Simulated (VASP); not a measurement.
# Mg12H (a cell with a defect) in VASP: a series of runs

Runs on Mg12H (a cell with a defect). Level: PBEsol. Tasks: single point.

Everything below comes from runs of VASP 6.6.1. Logs are shortened: lines on timing, memory, paths and dates and some standing lists are left out, and cuts for length are marked.

### 1 The cell of the first run

The cell holds a defect, 13 atoms: a = 6.420 Å, b = 9.630 Å, c = 5.213 Å, α = 90.00°, β = 90.00°, γ = 120.00°.

### 2 Single point, PBEsol

Contents of INCAR:

```
SYSTEM = Mg12H
PREC = Accurate ; ENCUT = 520
EDIFF = 1E-7 ; ISMEAR = 0
SIGMA = 0.1 ; LREAL = .FALSE.
LASPH = .TRUE. ; NELM = 60
ALGO = Normal ; ISIF = 2
LWAVE = .FALSE. ; LCHARG = .TRUE.
GGA = PS ; LELF = .TRUE.
LVHAR = .TRUE. ; NBANDS = 24
```

Contents of KPOINTS:

```
regular mesh
0
G
  4 3 4
  0 0 0
```

Contents of POSCAR:

```
Mg12H
1.0
    6.4200000000      0.0000000000      0.0000000000
   -4.8150000000      8.3398250000      0.0000000000
    0.0000000000      0.0000000000      5.2130400000
Mg H
12 1
Direct
   -0.0012243556     -0.0009248499      0.0019260176
    0.1647217553      0.2220693133      0.5029510565
   -0.0006224168      0.3335761315      0.0013113811
    0.1644681719      0.5549236654      0.4985952508
   -0.0012125836      0.6668979845      0.0002409201
    0.1677093551      0.8909612160      0.4982120491
    0.4997913552     -0.0002781287      0.0007765365
    0.6676938236      0.2229910742      0.4999071766
    0.5013534661      0.3343658373      0.0016234847
    0.6668215820      0.5563674974      0.4980227390
    0.5003496969      0.6677085111     -0.0029311145
    0.6671234885      0.8901924813      0.4979788268
    0.8332385614      0.4480774668      0.7507542757
```

Potentials or basis: VASP PAW PBE potentials, release 64 (Mg, H).

Started as:

```console
$ cat potpaw_PBE.64/Mg/POTCAR potpaw_PBE.64/H/POTCAR > POTCAR
$ mpirun -np 1 vasp_std > vasp.out
```

OUTCAR:

```text
SYSTEM = Mg12H
   PREC = Accurate
   ENCUT = 520
   EDIFF = 1E-7
   ISMEAR = 0
   LREAL = .FALSE.
   LASPH = .TRUE.
   NELM = 60
   ISIF = 2
   GGA = PS

 ion  position               nearest neighbor table
   1  0.999  0.999  0.002-   6 3.18  12 3.18  11 3.20   2 3.20   5 3.20   2 3.21   7 3.21   6 3.21
                            12 3.21   7 3.21   3 3.22   9 3.23
   2  0.165  0.222  0.503-   3 3.19  12 3.20   8 3.20   1 3.20   6 3.20   3 3.20   9 3.20   4 3.21
                             1 3.21   9 3.21  10 3.22   8 3.22
   3  0.999  0.334  0.001-   4 3.18   8 3.19   2 3.19   8 3.20   9 3.20   2 3.20   4 3.21   7 3.21
                             5 3.21  11 3.22   9 3.22   1 3.22
   4  0.164  0.555  0.499-  13 2.26   3 3.18   5 3.19   8 3.19  11 3.20  10 3.20   3 3.21   5 3.21
                             2 3.21  11 3.21  10 3.22   6 3.23  12 3.23
   5  0.999  0.667  0.000-  13 2.24  10 3.18   4 3.19   9 3.20   6 3.20   1 3.20  10 3.20  11 3.20
                             4 3.21   7 3.21   3 3.21   6 3.22  11 3.22
   6  0.168  0.891  0.498-   1 3.18   7 3.18   2 3.20   5 3.20   8 3.20   7 3.21   1 3.21  12 3.21
                            12 3.21   5 3.22  10 3.22   4 3.23
   7  0.500  1.000  0.001-  12 3.18   6 3.18  11 3.20   8 3.20  12 3.20   6 3.21   1 3.21   8 3.21
                             5 3.21   3 3.21   1 3.21   9 3.22
   8  0.668  0.223  0.500-   3 3.19   9 3.19   4 3.19   2 3.20   3 3.20   7 3.20  12 3.20   6 3.20
                             9 3.21   7 3.21  10 3.21   2 3.22
   9  0.501  0.334  0.002-  13 2.26  10 3.18   8 3.19   5 3.20   3 3.20   2 3.20   8 3.21  10 3.21
                            11 3.21   2 3.21   7 3.22   3 3.22   1 3.23
  10  0.667  0.556  0.498-  13 2.25   9 3.18   5 3.18  11 3.19   4 3.20  11 3.20   5 3.20   9 3.21
                             8 3.21  12 3.21   4 3.22   6 3.22   2 3.22
  11  0.500  0.668  0.997-  10 3.19   1 3.20  12 3.20   7 3.20   4 3.20  10 3.20  12 3.20   5 3.20
                             4 3.21   9 3.21   5 3.22   3 3.22
  12  0.667  0.890  0.498-   1 3.18   7 3.18   2 3.20  11 3.20   8 3.20  11 3.20   7 3.20   1 3.21
                             6 3.21   6 3.21  10 3.21   4 3.23
  13  0.833  0.448  0.751-   5 2.24  10 2.25   9 2.26   4 2.26

  LATTYP: Found a simple monoclinic cell.
 ALAT       =     6.4200000000
 B/A-ratio  =     0.8120000000
 C/A-ratio  =     1.3228757108
 COS(beta)  =    -0.1889822286

  Lattice vectors:

 A1 = (   6.4200000000,   0.0000000000,   0.0000000000)
 A2 = (   0.0000000000,   0.0000000000,   5.2130400000)
 A3 = (  -1.6050000000,  -8.3398250000,   0.0000000000)

Analysis of symmetry for initial positions (statically):
=====================================================================
 Subroutine PRICEL returns:
 Original cell was already a primitive cell.

 Routine SETGRP: Setting up the symmetry group for a
 simple monoclinic supercell.

 Subroutine GETGRP returns: Found  1 space group operations
 (whereof  1 operations were pure point group operations)
 out of a pool of  4 trial point group operations.

The static configuration has the point symmetry C_1 .

Analysis of symmetry for dynamics (positions and initial velocities):
=====================================================================
 Subroutine PRICEL returns:
 Original cell was already a primitive cell.

 Routine SETGRP: Setting up the symmetry group for a
 simple monoclinic supercell.

 Subroutine GETGRP returns: Found  1 space group operations
 (whereof  1 operations were pure point group operations)
 out of a pool of  4 trial point group operations.

The dynamic configuration has the point symmetry C_1 .

 Subroutine INISYM returns: Found  1 space group operations
 (whereof  1 operations are pure point group operations),
 and found     1 'primitive' translations

----------------------------------------------------------------------------------------

                                     Primitive cell

  volume of cell :     279.1149

  direct lattice vectors                    reciprocal lattice vectors
     6.420000000  0.000000000  0.000000000     0.155763240  0.089929945  0.000000000
    -4.815000000  8.339825000  0.000000000     0.000000000  0.119906593  0.000000000
     0.000000000  0.000000000  5.213040000     0.000000000  0.000000000  0.191826650

  length of vectors
     6.420000000  9.630000313  5.213040000     0.179859895  0.119906593  0.191826650

  position of ions in fractional coordinates (direct lattice)
[... 37 lines left out ...]

 Generating k-lattice:

  Cartesian coordinates                     Fractional coordinates (reciprocal lattice)
     0.038940810  0.022482486  0.000000000     0.250000000  0.000000000  0.000000000
     0.000000000  0.039968864  0.000000000     0.000000000  0.333333333  0.000000000
     0.000000000  0.000000000  0.047956663     0.000000000  0.000000000  0.250000000

  Length of vectors
     0.044964974  0.039968864  0.047956663

  Shift w.r.t. Gamma in fractional coordinates (k-lattice)
     0.000000000  0.000000000  0.000000000

 Subroutine IBZKPT returns following result:
 ===========================================

 Found     26 irreducible k-points:

 Following reciprocal coordinates:
            Coordinates               Weight
  0.000000  0.000000  0.000000      1.000000
  0.250000  0.000000  0.000000      2.000000
  0.500000  0.000000  0.000000      1.000000
  0.000000  0.333333  0.000000      2.000000
  0.250000  0.333333  0.000000      2.000000
  0.500000  0.333333  0.000000      2.000000
[... 16 lines left out ...]
  0.000000  0.333333  0.500000      2.000000
  0.250000  0.333333  0.500000      2.000000
 [... further k-points ...]
   k-points           NKPTS =     26   k-points in BZ     NKDIM =     26   number of bands    NBANDS=     24
   number of dos      NEDOS =    301   number of ions     NIONS =     13
   total plane-waves  NPLWV = 138240
   dimension x,y,z NGX =    48 NGY =   72 NGZ =   40
   dimension x,y,z NGXF=    96 NGYF=  144 NGZF=   80
   ions per type =              12   1
   NGX,Y,Z   is equivalent  to a cutoff of  12.43, 12.43, 12.76 a.u.
   NGXF,Y,Z  is equivalent  to a cutoff of  24.86, 24.86, 25.51 a.u.
 SYSTEM =  Mg12H
   PREC   = accura    normal or accurate (medium, high low for compatibility)
   ISTART =      0    job   : 0-new  1-cont  2-samecut
   ICHARG =      2    charge: 1-file 2-atom 10-const
   ISPIN  =      1    spin polarized calculation?
   LNONCOLLINEAR =      F non collinear calculations
   LSORBIT =      F    spin-orbit coupling
   LASPH  =      T    aspherical Exc in radial PAW
   ENCUT  =  520.0 eV  38.22 Ry    6.18 a.u.  11.94 17.91  9.69*2*pi/ulx,y,z
   NELM   =     60;   NELMIN=  2; NELMDL= -5     # of ELM steps
   EDIFF  = 0.1E-06   stopping-criterion for ELM
   LREAL  =      F    real-space projection
   EDIFFG = 0.1E-05   stopping-criterion for IOM
   NSW    =      0    number of steps for IOM
   IBRION =     -1    ionic relax: 0-MD 1-quasi-New 2-CG
   NFREE  =      0    steps in history (QN), initial steepest desc. (CG)
   ISIF   =      2    stress and relaxation
   ISYM   =      2    0-nonsym 1-usesym 2-fastsym
   POTIM  = 0.5000    time-step for ionic-motion
   TEBEG  =    0.0;   TEEND  =   0.0 temperature during run
   PSTRESS=    0.0 pullay stress
   NELECT =      25.0000    total number of electrons
   NUPDOWN=      -1.0000    fix difference up-down
   EMIN   =  10.00;   EMAX   =-10.00  energy-range for DOS
   EFERMI =   0.00;   METHOD = LEGACY
   ISMEAR =     0;   SIGMA  =   0.10  broadening in eV -4-tet -1-fermi 0-gaus
   EFERMI_NEDOS =   21; number of points for ismear=-14 and -15
   IALGO  =     38    algorithm
   IMIX   =      4    mixing-type and parameters
     AMIX     =   0.40;   BMIX     =  1.00
     AMIX_MAG =   1.60;   BMIX_MAG =  1.00
  volume/ion in A,a.u.               =      21.47       144.89
  Fermi-wavevector in a.u.,A,eV,Ry     =   0.732477  1.384180  7.299827  0.536522
  Thomas-Fermi vector in A             =   1.824949
   LORBIT       =      0    0 simple, 1 ext, 2 COOP (PROOUT), +10 PAW based schemes
   GGA     = PS    functional components
   LHFCALC =     F    Hartree Fock is set to
   AEXX    =    0.0000 exact exchange contribution
   IVDW    =     0    specifies the selected vdW correction
   LEPSILON=     F    determine dielectric tensor
   LRPA    =     F    only Hartree local field effects (RPA)
 non-spin polarized calculation
 Gauss-broadening in eV      SIGMA  =   0.10
  energy-cutoff  :      520.00
  volume of cell :      279.11
 maximum number of plane-waves:      7534
   NGX = 23   NGY = 35   NGZ = 19

 number of electron      25.0000000 magnetization

 Free energy of the ion-electron system (eV)
  ---------------------------------------------------
  ext. energy  EPLUGINS =         0.00000000
  ---------------------------------------------------
  free energy    TOTEN  =       -23.76755308 eV

  energy without entropy =      -23.73999847  energy(sigma->0) =      -23.75377577

 E-fermi :   2.6201     XC(G=0):  -8.5516

 val. band max:        2.6074838166   @ k =   0.0000   0.0000   0.0000
 cond. band min:       2.6394257916   @ k =   0.5000   0.3333   0.2500
 fundamental gap:      0.0319419749
 Fermi energy:         2.6200501444

 k-point     1 :       0.0000    0.0000    0.0000
  band No.  band energies     occupation
      1      -4.8394      2.00000
      2      -3.0188      2.00000
      3      -2.1690      2.00000
      4      -1.2309      2.00000
      5      -0.6180      2.00000
      6      -0.0149      2.00000
[... 637 lines left out ...]
     23       7.1683      0.00000
     24       7.6977      0.00000

 [... further k-points ...]
[... 5 lines left out ...]
  --------------------------------------------------------------------------------------
  -------------------------------------------------------------------------------------
  Total       -1.9781328     -2.6548911     -1.2057979     -0.9707069     -0.4940690      0.1458092
  in kB      -11.3548921    -15.2396249     -6.9215298     -5.5720586     -2.8360583      0.8369750
  external PRESSURE =     -11.1720156 kB  Pullay stress =       0.0000000 kB

 VOLUME and BASIS-vectors are now :
 -----------------------------------------------------------------------------
  energy-cutoff  :      520.00
  volume of cell :      279.11
      direct lattice vectors                 reciprocal lattice vectors
     6.420000000  0.000000000  0.000000000     0.155763240  0.089929945  0.000000000
    -4.815000000  8.339825000  0.000000000     0.000000000  0.119906593  0.000000000
     0.000000000  0.000000000  5.213040000     0.000000000  0.000000000  0.191826650

 POSITION                                       TOTAL-FORCE (eV/Angst)
 -----------------------------------------------------------------------------------
      1.60159      8.33211      0.01004         0.000840      0.005518     -0.003068
     -0.01175      1.85202      2.62190         0.007951      0.002355     -0.004251
      4.80984      2.78197      0.00684        -0.005192      0.002442      0.007503
     -1.61607      4.62797      2.59920        -0.005039      0.005608     -0.006684
      3.20110      5.56181      0.00126        -0.004079     -0.002989      0.000298
     -3.21328      7.43046      2.59720        -0.001153     -0.008339      0.005417
     -1.60500      8.33751      0.00405        -0.001904     -0.001208     -0.000383
      3.21289      1.85971      2.60604        -0.004673      0.005814     -0.006116
      1.60872      2.78855      0.00846        -0.001227      0.005171      0.004173
      1.60209      4.64001      2.59621         0.006217     -0.001052     -0.000622
     -0.00277      5.56857      5.19776         0.003976     -0.003369      0.002975
     -0.00334      7.42405      2.59598        -0.001693     -0.001564      0.001415
      3.19190      3.73689      3.91371         0.005975     -0.008388     -0.000656
 -----------------------------------------------------------------------------------
    total drift:                                0.000002     -0.000008      0.000013

  FREE ENERGIE OF THE ION-ELECTRON SYSTEM (eV)
  ---------------------------------------------------
  free  energy   TOTEN  =       -23.7675530768 eV

  energy  without entropy=      -23.7399984710  energy(sigma->0) =      -23.75377577
```

It took 5 min on 1 thread of Oxide Virtual Turin-like, shared host; peak memory 0.41 GiB.

What came out:

```
Free energy   : -23.7676 eV
Pressure      : -1.1 GPa
Largest force : 0.010 eV/Å
```

Forces in eV/Å, atoms in the order of the input:
```
Mg   0.001  0.006 -0.003
Mg   0.008  0.002 -0.004
Mg  -0.005  0.002  0.008
Mg  -0.005  0.006 -0.007
Mg  -0.004 -0.003  0.000
Mg  -0.001 -0.008  0.005
Mg  -0.002 -0.001  0.000
Mg  -0.005  0.006 -0.006
Mg  -0.001  0.005  0.004
Mg   0.006 -0.001 -0.001
Mg   0.004 -0.003  0.003
Mg  -0.002 -0.002  0.001
H    0.006 -0.008 -0.001
```

Levels at points of the mesh, in eV from the Fermi level:
| k point | band 10 | band 11 | band 12 | band 13 | band 14 | band 15 |
| --- | --- | --- | --- | --- | --- | --- |
| (0.00, 0.00, 0.00) | -0.79 | -0.23 | -0.01 | 0.24 | 0.43 | 0.52 |
| (0.50, 0.00, 0.00) | -0.56 | -0.30 | -0.25 | -0.13 | -0.12 | 0.25 |
| (0.00, 0.00, 0.50) | -1.88 | -1.32 | -1.18 | -0.69 | -0.56 | 0.68 |
| (0.50, 0.00, 0.50) | -0.88 | -0.80 | -0.78 | 0.19 | 0.72 | 0.83 |

Caveat: the PAW data sets were made with another functional, which shifts forces and pressure a little.

[end of part 1 of 2]
